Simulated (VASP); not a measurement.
# ZnCu (Pm-3m) in VASP: a series of runs

The runs below take ZnCu through single point, relaxation of cell and atoms, with PBE.

All numbers are computed with VASP 6.6.1; they aren't measurements. Logs are shortened: lines on timing, memory, paths and dates and some standing lists are left out, and cuts for length are marked.

### 1 The cell of the first run

The structure is cubic, space group Pm-3m (No. 221). Conventional cell: a = 2.927 Å, b = 2.927 Å, c = 2.927 Å, α = 90.00°, β = 90.00°, γ = 90.00°. Within 3.3 Å of Zn (site symmetry m-3m) lie 8 Cu at 2.53 Å and 6 Zn at 2.93 Å. Cu (site symmetry m-3m) has 8 Zn at 2.53 Å and 6 Cu at 2.93 Å within 3.3 Å.

### 2 Single point, PBE

Input file INCAR:

```
PREC     = Accurate       # precision mode
ENCUT    = 520            # plane-wave cutoff, eV
EDIFF    = 1E-7           # SCF threshold, eV
ISMEAR   = -1             # smearing method
SIGMA    = 0.05           # smearing width, eV
LREAL    = F              # projectors in reciprocal space
LASPH    = T              # aspherical terms in the spheres
NELM     = 100            # most SCF steps
ALGO     = Fast           # electronic algorithm
ISIF     = 2              # what is computed and relaxed
LWAVE    = F              # write WAVECAR
LCHARG   = F              # write CHGCAR
GGA      = PE             # functional
NBANDS   = 18             # bands
```

Input file KPOINTS:

```
Automatic mesh
0
Gamma
  9 9 9
```

Input file POSCAR:

```
ZnCu
1.0
    2.9265632835      0.0000000000      0.0000000000
    0.0000000000      2.9265632835      0.0000000000
    0.0000000000      0.0000000000      2.9265632835
Zn Cu
1 1
Direct
    0.5000000000      0.5000000000      0.5000000000
    0.0000000000      0.0000000000      0.0000000000
```

Potentials or basis: VASP PAW PBE potentials, release 64 (Zn, Cu).

On the command line:

```sh
$ cat potpaw_PBE.64/Zn/POTCAR potpaw_PBE.64/Cu/POTCAR > POTCAR
$ mpirun -np 1 vasp_std > vasp.out
```

OUTCAR:

```text
PREC = Accurate
   ENCUT = 520
   EDIFF = 1E-7
   ISMEAR = -1
   LREAL = F
   LASPH = T
   NELM = 100
   ISIF = 2
   GGA = PE

 ion  position               nearest neighbor table
   1  0.500  0.500  0.500-   2 2.53   2 2.53   2 2.53   2 2.53   2 2.53   2 2.53   2 2.53   2 2.53

   2  0.000  0.000  0.000-   1 2.53   1 2.53   1 2.53   1 2.53   1 2.53   1 2.53   1 2.53   1 2.53

  LATTYP: Found a simple cubic cell.
 ALAT       =     2.9265632835

  Lattice vectors:

 A1 = (   2.9265632835,   0.0000000000,   0.0000000000)
 A2 = (   0.0000000000,   2.9265632835,   0.0000000000)
 A3 = (   0.0000000000,   0.0000000000,   2.9265632835)

Analysis of symmetry for initial positions (statically):
=====================================================================
 Subroutine PRICEL returns:
 Original cell was already a primitive cell.

 Routine SETGRP: Setting up the symmetry group for a
 simple cubic supercell.

 Subroutine GETGRP returns: Found 48 space group operations
 (whereof 48 operations were pure point group operations)
 out of a pool of 48 trial point group operations.

The static configuration has the point symmetry O_h .

Analysis of symmetry for dynamics (positions and initial velocities):
=====================================================================
 Subroutine PRICEL returns:
 Original cell was already a primitive cell.

 Routine SETGRP: Setting up the symmetry group for a
 simple cubic supercell.

 Subroutine GETGRP returns: Found 48 space group operations
 (whereof 48 operations were pure point group operations)
 out of a pool of 48 trial point group operations.

The dynamic configuration has the point symmetry O_h .

 Subroutine INISYM returns: Found 48 space group operations
 (whereof 48 operations are pure point group operations),
 and found     1 'primitive' translations

----------------------------------------------------------------------------------------

                                     Primitive cell

  volume of cell :      25.0653

  direct lattice vectors                    reciprocal lattice vectors
     2.926563284  0.000000000  0.000000000     0.341697720  0.000000000  0.000000000
     0.000000000  2.926563284  0.000000000     0.000000000  0.341697720  0.000000000
     0.000000000  0.000000000  2.926563284     0.000000000  0.000000000  0.341697720

  length of vectors
     2.926563284  2.926563284  2.926563284     0.341697720  0.341697720  0.341697720

  position of ions in fractional coordinates (direct lattice)
     0.500000000  0.500000000  0.500000000
     0.000000000  0.000000000  0.000000000

  ion indices of the primitive-cell ions
   primitive index   ion index
                 1           1
                 2           2

----------------------------------------------------------------------------------------

 KPOINTS: Automatic mesh

Automatic generation of k-mesh.
 Grid dimensions read from file:
 generate k-points for:    9    9    9

 Generating k-lattice:

  Cartesian coordinates                     Fractional coordinates (reciprocal lattice)
     0.037966413  0.000000000  0.000000000     0.111111111  0.000000000  0.000000000
     0.000000000  0.037966413  0.000000000     0.000000000  0.111111111  0.000000000
     0.000000000  0.000000000  0.037966413     0.000000000  0.000000000  0.111111111

  Length of vectors
     0.037966413  0.037966413  0.037966413

  Shift w.r.t. Gamma in fractional coordinates (k-lattice)
     0.000000000  0.000000000  0.000000000

 Subroutine IBZKPT returns following result:
 ===========================================

 Found     35 irreducible k-points:

 Following reciprocal coordinates:
            Coordinates               Weight
  0.000000  0.000000  0.000000      1.000000
  0.111111  0.000000  0.000000      6.000000
  0.222222  0.000000  0.000000      6.000000
  0.333333  0.000000  0.000000      6.000000
  0.444444  0.000000  0.000000      6.000000
  0.111111  0.111111  0.000000     12.000000
[... 16 lines left out ...]
  0.333333  0.333333  0.111111     24.000000
  0.444444  0.333333  0.111111     48.000000
 [... further k-points ...]
   k-points           NKPTS =     35   k-points in BZ     NKDIM =     35   number of bands    NBANDS=     18
   number of dos      NEDOS =    301   number of ions     NIONS =      2
   total plane-waves  NPLWV =  13824
   dimension x,y,z NGX =    24 NGY =   24 NGZ =   24
   dimension x,y,z NGXF=    48 NGYF=   48 NGZF=   48
   ions per type =               1   1
   NGX,Y,Z   is equivalent  to a cutoff of  13.63, 13.63, 13.63 a.u.
   NGXF,Y,Z  is equivalent  to a cutoff of  27.27, 27.27, 27.27 a.u.
 SYSTEM =  unknown system
   PREC   = accura    normal or accurate (medium, high low for compatibility)
   ISTART =      0    job   : 0-new  1-cont  2-samecut
   ICHARG =      2    charge: 1-file 2-atom 10-const
   ISPIN  =      1    spin polarized calculation?
   LNONCOLLINEAR =      F non collinear calculations
   LSORBIT =      F    spin-orbit coupling
   LASPH  =      T    aspherical Exc in radial PAW
   ENCUT  =  520.0 eV  38.22 Ry    6.18 a.u.   5.44  5.44  5.44*2*pi/ulx,y,z
   NELM   =    100;   NELMIN=  2; NELMDL= -5     # of ELM steps
   EDIFF  = 0.1E-06   stopping-criterion for ELM
   LREAL  =      F    real-space projection
   EDIFFG = 0.1E-05   stopping-criterion for IOM
   NSW    =      0    number of steps for IOM
   IBRION =     -1    ionic relax: 0-MD 1-quasi-New 2-CG
   NFREE  =      0    steps in history (QN), initial steepest desc. (CG)
   ISIF   =      2    stress and relaxation
   ISYM   =      2    0-nonsym 1-usesym 2-fastsym
   POTIM  = 0.5000    time-step for ionic-motion
   TEBEG  =    0.0;   TEEND  =   0.0 temperature during run
   PSTRESS=    0.0 pullay stress
   NELECT =      23.0000    total number of electrons
   NUPDOWN=      -1.0000    fix difference up-down
   EMIN   =  10.00;   EMAX   =-10.00  energy-range for DOS
   EFERMI =   0.00;   METHOD = LEGACY
   ISMEAR =    -1;   SIGMA  =   0.05  broadening in eV -4-tet -1-fermi 0-gaus
   EFERMI_NEDOS =   21; number of points for ismear=-14 and -15
   IALGO  =     68    algorithm
   IMIX   =      4    mixing-type and parameters
     AMIX     =   0.40;   BMIX     =  1.00
     AMIX_MAG =   1.60;   BMIX_MAG =  1.00
  volume/ion in A,a.u.               =      12.53        84.57
  Fermi-wavevector in a.u.,A,eV,Ry     =   1.590839  3.006250 34.433193  2.530768
  Thomas-Fermi vector in A             =   2.689472
   LORBIT       =      0    0 simple, 1 ext, 2 COOP (PROOUT), +10 PAW based schemes
   GGA     = PE    functional components
   LHFCALC =     F    Hartree Fock is set to
   AEXX    =    0.0000 exact exchange contribution
   IVDW    =     0    specifies the selected vdW correction
   LEPSILON=     F    determine dielectric tensor
   LRPA    =     F    only Hartree local field effects (RPA)
 non-spin polarized calculation
 RMM-DIIS sequential band-by-band and
  energy-cutoff  :      520.00
  volume of cell :       25.07
 maximum number of plane-waves:       691
 NGX is ok and might be reduce to    24
   NGX = 11   NGY = 11   NGZ = 11

 number of electron      22.9999988 magnetization

 Free energy of the ion-electron system (eV)
  ---------------------------------------------------
  ext. energy  EPLUGINS =         0.00000000
  ---------------------------------------------------
  free energy    TOTEN  =        -4.98314962 eV

  energy without entropy =       -4.97902349  energy(sigma->0) =       -4.98108656

 E-fermi :   5.7908     XC(G=0): -12.5070

 val. band max:        5.7086926628   @ k =   0.3333   0.3333   0.0000
 cond. band min:       5.9032581818   @ k =   0.4444   0.4444   0.2222
 fundamental gap:      0.1945655190
 Fermi energy:         5.7908054922

 k-point     1 :       0.0000    0.0000    0.0000
  band No.  band energies     occupation
      1      -4.7615      2.00000
      2      -2.1889      2.00000
      3      -2.1889      2.00000
      4      -1.4621      2.00000
      5      -1.4621      2.00000
      6      -1.4621      2.00000
[... 10 lines left out ...]
     17      18.3109      0.00000
     18      29.3506      0.00000

 k-point     2 :       0.1111    0.0000    0.0000
  band No.  band energies     occupation
      1      -4.5357      2.00000
      2      -2.1620      2.00000
      3      -2.1395      2.00000
      4      -1.4819      2.00000
      5      -1.4819      2.00000
      6      -1.4519      2.00000
[... 10 lines left out ...]
     17      19.9167      0.00000
     18      27.3737      0.00000

 k-point     3 :       0.2222    0.0000    0.0000
  band No.  band energies     occupation
      1      -3.8794      2.00000
      2      -2.0926      2.00000
      3      -1.9985      2.00000
      4      -1.5320      2.00000
      5      -1.5320      2.00000
      6      -1.4259      2.00000
[... 10 lines left out ...]
     17      23.8961      0.00000
     18      24.6594      0.00000

 k-point     4 :       0.3333    0.0000    0.0000
  band No.  band energies     occupation
      1      -2.9223      2.00000
      2      -2.0113      2.00000
      3      -1.7224      2.00000
      4      -1.5884      2.00000
      5      -1.5884      2.00000
      6      -1.3960      2.00000
[... 375 lines left out ...]
      4      -1.6858      2.00000
      5      -1.5716      2.00000
      6       0.0692      2.00000
[... 10 lines left out ...]
     17      22.4071      0.00000
     18      23.3927      0.00000

 k-point    23 :       0.3333    0.3333    0.1111
  band No.  band energies     occupation
      1      -2.2238      2.00000
      2      -1.9662      2.00000
      3      -1.7071      2.00000
      4      -1.6642      2.00000
      5      -1.4833      2.00000
      6      -0.3622      2.00000
[... 10 lines left out ...]
     17      20.3246      0.00000
     18      22.1240      0.00000

 k-point    24 :       0.4444    0.3333    0.1111
  band No.  band energies     occupation
      1      -2.2429      2.00000
      2      -1.9619      2.00000
      3      -1.7515      2.00000
      4      -1.6918      2.00000
      5      -1.3759      2.00000
      6       0.5860      2.00000
[... 10 lines left out ...]
     17      21.2080      0.00000
     18      22.3469      0.00000

 [... further k-points ...]
[... 5 lines left out ...]
  --------------------------------------------------------------------------------------
  -------------------------------------------------------------------------------------
  Total        0.8561894      0.8561894      0.8561894      0.0000000      0.0000000     -0.0000000
  in kB       54.7276322     54.7276322     54.7276322      0.0000000      0.0000000     -0.0000000
  external PRESSURE =      54.7276322 kB  Pullay stress =       0.0000000 kB

 VOLUME and BASIS-vectors are now :
 -----------------------------------------------------------------------------
  energy-cutoff  :      520.00
  volume of cell :       25.07
      direct lattice vectors                 reciprocal lattice vectors
     2.926563284  0.000000000  0.000000000     0.341697720  0.000000000  0.000000000
     0.000000000  2.926563284  0.000000000     0.000000000  0.341697720  0.000000000
     0.000000000  0.000000000  2.926563284     0.000000000  0.000000000  0.341697720

 POSITION                                       TOTAL-FORCE (eV/Angst)
 -----------------------------------------------------------------------------------
      1.46328      1.46328      1.46328         0.000000      0.000000      0.000000
      0.00000      0.00000      0.00000         0.000000      0.000000      0.000000
 -----------------------------------------------------------------------------------
    total drift:                                0.000000      0.000000     -0.000000

  FREE ENERGIE OF THE ION-ELECTRON SYSTEM (eV)
  ---------------------------------------------------
  free  energy   TOTEN  =        -4.9831496235 eV

  energy  without entropy=       -4.9790234933  energy(sigma->0) =       -4.98108656
```

Wall time 15 s (1 thread of Intel Xeon Platinum 8259CL at 2.50GHz (Skylake/Cascade Lake), shared host); peak memory 0.14 GiB.

What came out:

```
Free energy            : -4.9831 eV
Pressure               : 5.5 GPa
Band gap on the k mesh : zero (an odd number of electrons rules out a gap without spin polarisation)
```

Caveat: the cell stands under pressure.

(Continued in part 2 of 2.)

The gap in the log of VASP goes by the Fermi energy; the results here count the filled bands.